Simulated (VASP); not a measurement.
# Si62Sb (a cell with a defect) in VASP: single point with PBE+D3(BJ)

Aim: the single point of Si62Sb (a cell with a defect) with PBE+D3(BJ).

Program: VASP 6.6.1. These are calculated values, not measurements. Logs are shortened: lines on timing, memory, paths and dates and some standing lists are left out, and cuts for length are marked.

## Step 1: The cell of the first run

The cell holds a defect, 63 atoms: a = 10.860 Å, b = 10.860 Å, c = 10.860 Å, α = 90.00°, β = 90.00°, γ = 90.00°.

## Step 2: Single point, PBE+D3(BJ), collinear spin

Contents of INCAR:

```
PREC = Accurate
ENCUT = 520
EDIFF = 1E-6
ISMEAR = 0
SIGMA = 0.02
LREAL = Auto
LASPH = True
NELM = 150
ALGO = Normal
ISIF = 2
LWAVE = False
LCHARG = False
ISPIN = 2
MAGMOM = 0 0 0 0 0 0 0 0 0 0 0 0 0 0 0 0 0 0 0 0 0 0 0 0 0 0.13 0 0 0 0 0 0 0 0 0 0 0 0 0 0 0 0 0 0 0 0 0 0.13 0 0 0 0 0 0 0 0.13 0 0 0 0 0 0 0
LORBIT = 11
GGA = PE
IVDW = 12
NELECT = 255.0
NBANDS = 168
```

Contents of KPOINTS:

```
regular mesh
0
Gamma
  1 1 1
```

Contents of POSCAR:

```
Si62Sb
1.0
   10.8600000000      0.0000000000      0.0000000000
    0.0000000000     10.8600000000      0.0000000000
    0.0000000000      0.0000000000     10.8600000000
Si Sb
62 1
Direct
    0.5085268877      0.0070918048      0.0032360037
    0.6389520258      0.1390679558      0.1216165746
    0.7610019337      0.2635325967     -0.0137822284
    0.7500129834      0.0025122468      0.2485937385
    0.8750377532      0.1176384899      0.3818365562
   -0.0010377532     -0.0003224678     -0.0008320442
    0.1243954880      0.1235972376      0.1255561694
    0.2483134438      0.2494003683      0.0008848987
    0.3735639963      0.3748923573      0.1245370166
    0.4985733886      0.4995852670     -0.0008074586
    0.6215086556      0.6278944751      0.1237653775
    0.7458137201      0.7527372007      0.0002336096
    0.8738755064      0.8749399632      0.1243191529
    0.2499255064     -0.0000264273      0.2494168508
    0.3767179558      0.1248411602      0.3729428177
    0.5022627993      0.2508846225      0.2479499079
    0.6286998158      0.3768742173      0.3700201657
    0.7518368324      0.5073007366      0.2440840700
    0.8755681400      0.6252629834      0.3736202578
    0.4998968692     -0.0003239411      0.4993863720
    0.6249902394      0.1261128913      0.6229832413
    0.7502267956      0.2511018416      0.4977401473
    0.8738852670      0.3750402394      0.6239165746
    0.7478785451     -0.0022599448      0.7480503683
    0.8748848987      0.1218747698      0.8711124309
    0.1345697974      0.6355329650      0.1275017495
    0.2565488950      0.7570364641      0.0003902394
    0.3819304788      0.8798688766      0.1272410681
    0.0024174954      0.2389662063      0.2600017495
    0.1240093002      0.3735581031      0.3737676796
    0.2484386740      0.5011692449      0.2493075506
    0.3714395028      0.6202872928      0.3796713628
    0.4955720994      0.7465527624      0.2547571823
    0.6247347145      0.8753732965      0.3724969613
    0.0018732044     -0.0052199816      0.5072145488
    0.1294234807      0.1280578269      0.6208244015
    0.2543299263      0.2543929098      0.4967640884
    0.3761139963      0.3745349908      0.6277953039
    0.5024419890      0.5001079190      0.5014332413
    0.6268421731      0.6310274401      0.6202031308
    0.7537070902      0.7542417127      0.4980004604
    0.8779322284      0.8675338858      0.6338757827
    0.2471500000     -0.0007253223      0.7500563536
    0.3726669429      0.1204046041      0.8790127993
    0.4949037753      0.2435577348      0.7521375691
    0.6201308471      0.3748388582      0.8694122468
    0.7440859116      0.4997574586      0.7454953959
    0.8609264273      0.6110433702      0.8863758748
    0.0003209024      0.7509917127      0.2496907919
    0.1240711786      0.8746530387      0.3752869245
   -0.0008144567      0.4997698895      0.4988849908
    0.1226328729      0.6237230203      0.6275866483
    0.2476235727      0.7498186004      0.5020869245
    0.3740927256      0.8749819521      0.6252468692
   -0.0015449355      0.2466860958      0.7468207182
    0.1187069982      0.3673134438      0.8771763352
    0.2446798343      0.4977576427      0.7540720074
    0.3724128913      0.6235604972      0.8755604052
    0.4976991713      0.7484781768      0.7503039595
    0.6227111418      0.8768472376      0.8732361878
   -0.0036708103      0.7355140884      0.7643203499
    0.1232814917      0.8721217311      0.8753518416
    0.9271210866      0.4372551565      0.0525610497
```

Potentials or basis: VASP PAW PBE potentials, release 64 (Si, Sb).

The run is started by

```bash
> cat potpaw_PBE.64/Si/POTCAR potpaw_PBE.64/Sb/POTCAR > POTCAR
> mpirun -np 1 vasp_gam > vasp.out
```

OUTCAR:

```text
PREC = Accurate
   ENCUT = 520
   EDIFF = 1E-6
   ISMEAR = 0
   LREAL = Auto
   LASPH = True
   NELM = 150
   ISIF = 2
   ISPIN = 2
   LORBIT = 11
   GGA = PE
   IVDW = 12
   NELECT = 255.0
 IVDW          = 12

 ion  position               nearest neighbor table
   1  0.509  0.007  0.003-  44 2.35  60 2.35  28 2.37   2 2.39
   2  0.639  0.139  0.122-   4 2.36  16 2.36   1 2.39   3 2.40
   3  0.761  0.264  0.986-  46 2.33  25 2.34   2 2.40  63 2.71
   4  0.750  0.003  0.249-   5 2.35  13 2.36   2 2.36  34 2.36
   5  0.875  0.118  0.382-  29 2.32   4 2.35  22 2.35  35 2.35
   6  0.999  1.000  0.999-  25 2.35  13 2.35  62 2.36   7 2.36
[... 54 lines left out ...]
  61  0.996  0.736  0.764-  62 2.36  52 2.36  42 2.39  48 2.40
  62  0.123  0.872  0.875-  27 2.35   6 2.36  61 2.36  43 2.36
  63  0.927  0.437  0.053-   3 2.71  48 2.71  18 2.92  56 2.92  26 3.22  29 3.22

  LATTYP: Found a simple cubic cell.
 ALAT       =    10.8600000000

  Lattice vectors:

 A1 = (  10.8600000000,   0.0000000000,   0.0000000000)
 A2 = (   0.0000000000,  10.8600000000,   0.0000000000)
 A3 = (   0.0000000000,   0.0000000000,  10.8600000000)

Analysis of symmetry for initial positions (statically):
=====================================================================
 Subroutine PRICEL returns:
 Original cell was already a primitive cell.

 Routine SETGRP: Setting up the symmetry group for a
 simple cubic supercell.

 Subroutine GETGRP returns: Found  1 space group operations
 (whereof  1 operations were pure point group operations)
 out of a pool of 48 trial point group operations.

The static configuration has the point symmetry C_1 .

Analysis of symmetry for dynamics (positions and initial velocities):
=====================================================================
 Subroutine PRICEL returns:
 Original cell was already a primitive cell.

 Routine SETGRP: Setting up the symmetry group for a
 simple cubic supercell.

 Subroutine GETGRP returns: Found  1 space group operations
 (whereof  1 operations were pure point group operations)
 out of a pool of 48 trial point group operations.

The dynamic configuration has the point symmetry C_1 .

Analysis of structural, dynamic, and magnetic symmetry:
=====================================================================
 Subroutine PRICEL returns:
 Original cell was already a primitive cell.

 Routine SETGRP: Setting up the symmetry group for a
 simple cubic supercell.

 Subroutine GETGRP returns: Found  1 space group operations
 (whereof  1 operations were pure point group operations)
 out of a pool of 48 trial point group operations.

The overall configuration has the point symmetry C_1 .

 Subroutine INISYM returns: Found  1 space group operations
 (whereof  1 operations are pure point group operations),
 and found     1 'primitive' translations

----------------------------------------------------------------------------------------

                                     Primitive cell

  volume of cell :    1280.8241

  direct lattice vectors                    reciprocal lattice vectors
    10.860000000  0.000000000  0.000000000     0.092081031  0.000000000  0.000000000
     0.000000000 10.860000000  0.000000000     0.000000000  0.092081031  0.000000000
     0.000000000  0.000000000 10.860000000     0.000000000  0.000000000  0.092081031

  length of vectors
    10.860000000 10.860000000 10.860000000     0.092081031  0.092081031  0.092081031

  position of ions in fractional coordinates (direct lattice)
     0.508526888  0.007091805  0.003236004
     0.638952026  0.139067956  0.121616575
     0.761001934  0.263532597  0.986217772
     0.750012983  0.002512247  0.248593738
     0.875037753  0.117638490  0.381836556
     0.998962247  0.999677532  0.999167956
[... 55 lines left out ...]
     0.123281492  0.872121731  0.875351842
     0.927121087  0.437255157  0.052561050

  ion indices of the primitive-cell ions
   primitive index   ion index
[... 108 lines left out ...]
   LASPH  =      T    aspherical Exc in radial PAW
   ENCUT  =  520.0 eV  38.22 Ry    6.18 a.u.  20.19 20.19 20.19*2*pi/ulx,y,z
   NELM   =    150;   NELMIN=  2; NELMDL= -5     # of ELM steps
   EDIFF  = 0.1E-05   stopping-criterion for ELM
   LREAL  =      T    real-space projection
   EDIFFG = 0.1E-04   stopping-criterion for IOM
   NSW    =      0    number of steps for IOM
   IBRION =     -1    ionic relax: 0-MD 1-quasi-New 2-CG
   NFREE  =      0    steps in history (QN), initial steepest desc. (CG)
   ISIF   =      2    stress and relaxation
   ISYM   =      2    0-nonsym 1-usesym 2-fastsym
   POTIM  = 0.5000    time-step for ionic-motion
   TEBEG  =    0.0;   TEEND  =   0.0 temperature during run
   PSTRESS=    0.0 pullay stress
   NELECT =     255.0000    total number of electrons
   NUPDOWN=      -1.0000    fix difference up-down
   EMIN   =  10.00;   EMAX   =-10.00  energy-range for DOS
   EFERMI =   0.00;   METHOD = LEGACY
   ISMEAR =     0;   SIGMA  =   0.02  broadening in eV -4-tet -1-fermi 0-gaus
   EFERMI_NEDOS =   21; number of points for ismear=-14 and -15
   IALGO  =     38    algorithm
   IMIX   =      4    mixing-type and parameters
     AMIX     =   0.40;   BMIX     =  1.00
     AMIX_MAG =   1.60;   BMIX_MAG =  1.00
  volume/ion in A,a.u.               =      20.33       137.20
  Fermi-wavevector in a.u.,A,eV,Ry     =   0.955928  1.806441 12.432975  0.913798
  Thomas-Fermi vector in A             =   2.084810
   LORBIT       =     11    0 simple, 1 ext, 2 COOP (PROOUT), +10 PAW based schemes
   GGA     = PE    functional components
   LHFCALC =     F    Hartree Fock is set to
   AEXX    =    0.0000 exact exchange contribution
   IVDW    =    12    specifies the selected vdW correction
   LEPSILON=     F    determine dielectric tensor
   LRPA    =     F    only Hartree local field effects (RPA)
 spin polarized calculation
 Gauss-broadening in eV      SIGMA  =   0.02
  energy-cutoff  :      520.00
  volume of cell :     1280.82
 maximum number of plane-waves:     17229
 NGX is ok and might be reduce to    84
   NGX = 41   NGY = 41   NGZ = 41

 number of electron     254.9999997 magnetization       1.0000137

 Free energy of the ion-electron system (eV)
  ---------------------------------------------------
  ext. energy  EPLUGINS =         0.00000000
  ---------------------------------------------------
  free energy    TOTEN  =      -318.19653115 eV

  energy without entropy =     -318.19653109  energy(sigma->0) =     -318.19653112

 E-fermi :   6.3422     XC(G=0):  -9.4125

 val. band max:        6.2714482237   @ k =   0.0000   0.0000   0.0000
 cond. band min:       6.4124018950   @ k =   0.0000   0.0000   0.0000
 fundamental gap:      0.1409536714
 Fermi energy:         6.3422414232

 spin component 1

 k-point     1 :       0.0000    0.0000    0.0000
  band No.  band energies     occupation
      1      -6.1726      1.00000
      2      -5.1674      1.00000
      3      -5.1219      1.00000
      4      -5.1060      1.00000
      5      -5.1016      1.00000
      6      -5.0372      1.00000
[... 131 lines left out ...]
    138       6.9784      0.00000
    139       7.0059      0.00000
 Fermi energy:         6.3422414232

 spin component 2

 k-point     1 :       0.0000    0.0000    0.0000
  band No.  band energies     occupation
      1      -6.1590      1.00000
      2      -5.1562      1.00000
      3      -5.1022      1.00000
      4      -5.0915      1.00000
      5      -5.0894      1.00000
      6      -5.0290      1.00000
[... 131 lines left out ...]
    138       6.9926      0.00000
    139       7.0197      0.00000
 [bands above 139 left out]

------------------------ aborting loop because EDIFF is reached ----------------------------------------

 Edisp (eV)  -19.97278

 E6    (eV) :   -11.6692

 E8    (eV) :    -8.3036

  FORCE on cell =-STRESS in cart. coord.  units (eV):
  Direction    XX          YY          ZZ          XY          YZ          ZX
  --------------------------------------------------------------------------------------
  -------------------------------------------------------------------------------------
  Total      15.99683    18.79871    15.96239    -0.32218     0.36171     6.67496
  in kB      20.01037    23.51522    19.96728    -0.40302     0.45247     8.34968
  external pressure =       21.16 kB  Pullay stress =        0.00 kB

 VOLUME and BASIS-vectors are now :
 -----------------------------------------------------------------------------
  energy-cutoff  :      520.00
  volume of cell :     1280.82
      direct lattice vectors                 reciprocal lattice vectors
    10.860000000  0.000000000  0.000000000     0.092081031  0.000000000  0.000000000
     0.000000000 10.860000000  0.000000000     0.000000000  0.092081031  0.000000000
     0.000000000  0.000000000 10.860000000     0.000000000  0.000000000  0.092081031

 POSITION                                       TOTAL-FORCE (eV/Angst)
 -----------------------------------------------------------------------------------
      5.52260      0.07702      0.03514        -0.001768     -0.001026     -0.000405
      6.93902      1.51028      1.32076        -0.002563     -0.002264      0.002815
      8.26448      2.86196     10.71032        -0.018516     -0.016206     -0.009257
      8.14514      0.02728      2.69973         0.001662      0.000012      0.000319
      9.50291      1.27755      4.14675        -0.001440     -0.003609      0.001905
     10.84873     10.85650     10.85096         0.000656      0.000027      0.000104
[... 55 lines left out ...]
      1.33884      9.47124      9.50632         0.000649      0.001850      0.002760
     10.06854      4.74859      0.57081         0.023321     -0.000830      0.022162
 -----------------------------------------------------------------------------------
    total drift:                               -0.005878     -0.026461     -0.012176

  FREE ENERGIE OF THE ION-ELECTRON SYSTEM (eV)
  ---------------------------------------------------
  free  energy   TOTEN  =      -338.1693081701 eV

  energy  without entropy=     -338.1693081184  energy(sigma->0) =     -338.16930814

 total charge

# of ion       s       p       d       tot
------------------------------------------
    1        0.748   0.942   0.000   1.690
    2        0.743   0.938   0.000   1.681
    3        0.756   0.914   0.000   1.670
    4        0.743   0.958   0.000   1.701
    5        0.739   0.958   0.000   1.697
    6        0.741   0.961   0.000   1.702
[... 55 lines left out ...]
   62        0.743   0.958   0.000   1.701
   63        1.233   1.123   0.047   2.403
--------------------------------------------------
tot         47.399  60.195   0.047 107.641

 magnetization (x)

# of ion       s       p       d       tot
------------------------------------------
    1       -0.000   0.001   0.000   0.000
    2        0.001   0.002   0.000   0.002
    3       -0.000   0.002   0.000   0.002
    4        0.001   0.001   0.000   0.002
    5       -0.000  -0.000   0.000  -0.000
    6       -0.001  -0.001   0.000  -0.001
[... 55 lines left out ...]
   62        0.001   0.001   0.000   0.002
   63        0.009  -0.012   0.007   0.003
--------------------------------------------------
tot          0.063   0.305   0.007   0.375
```

Run time: 19 min. Hardware: 1 thread of Intel Xeon 8259CL, shared host; peak memory 1.4 GiB.

Results:

| Property | Result |
| --- | --- |
| Free energy | -338.1693 eV |
| Largest force | 0.032 eV/Å |
| Net moment | 1.00 μB per cell |
| Site moments | Si +0.00, -0.00, +0.01, +0.07, +0.02 (each value once); Sb +0.00 μB |
| Valence electrons inside the program's atomic spheres | Si 1.69, 1.68, 1.67, 1.70, 1.71 (each value once); Sb 2.40 |
| Dispersion energy per atom | -0.317 eV |

Forces on the atoms (eV/Å):
```
Si  -0.002 -0.001  0.000
Si  -0.003 -0.002  0.003
Si  -0.019 -0.016 -0.009
Si   0.002  0.000  0.000
Si  -0.001 -0.004  0.002
Si   0.001  0.000  0.000
Si   0.001 -0.003  0.003
Si   0.002  0.000  0.001
Si  -0.003  0.001 -0.001
Si   0.002  0.001  0.000
Si   0.002 -0.001  0.001
Si  -0.003  0.002  0.001
Si  -0.004  0.001 -0.001
Si   0.000  0.000 -0.004
Si   0.001  0.000  0.000
Si   0.001  0.002  0.000
Si  -0.002 -0.004  0.000
Si  -0.003  0.003  0.006
Si   0.002  0.001 -0.001
Si   0.000 -0.001 -0.003
Si   0.000  0.001  0.000
Si   0.001  0.001  0.001
Si  -0.003  0.000 -0.002
Si   0.000 -0.001  0.001
Si   0.000 -0.002  0.000
Si   0.000 -0.001  0.000
Si   0.001  0.002 -0.001
Si   0.000 -0.003 -0.003
Si   0.000  0.004 -0.003
Si   0.000 -0.001  0.001
Si   0.002 -0.001  0.001
Si   0.001  0.000 -0.001
Si   0.003  0.001 -0.001
Si  -0.001  0.001  0.001
Si   0.001  0.002 -0.001
Si  -0.001 -0.004  0.004
Si   0.000  0.003 -0.002
Si   0.000 -0.003 -0.001
Si   0.000  0.003  0.000
Si  -0.002 -0.002  0.005
Si   0.001  0.000 -0.002
Si  -0.003  0.001  0.002
Si   0.001 -0.002  0.000
Si   0.000  0.002 -0.001
Si   0.003  0.003  0.001
Si   0.002  0.001  0.001
Si   0.000  0.000  0.001
Si  -0.010  0.017 -0.017
Si   0.002  0.003  0.001
Si  -0.003  0.000  0.001
Si   0.001  0.000 -0.001
Si   0.001 -0.001  0.000
Si  -0.001 -0.001  0.000
Si  -0.002  0.000  0.000
Si   0.000 -0.001 -0.002
Si   0.005 -0.004 -0.007
Si   0.001  0.001  0.000
Si   0.001 -0.002  0.002
Si   0.000  0.003  0.000
Si   0.001  0.000  0.003
Si   0.001  0.001 -0.002
Si   0.001  0.002  0.003
Sb   0.023 -0.001  0.022
```

Caveat: the k points lie up to 0.58 Å⁻¹ apart; the cell carries a net charge on a neutralising background, which shifts energy and pressure; the cell is charged against a uniform background, so pressure and absolute levels hang on convention; spin-orbit coupling is left out, which moves the levels of the heavy elements.
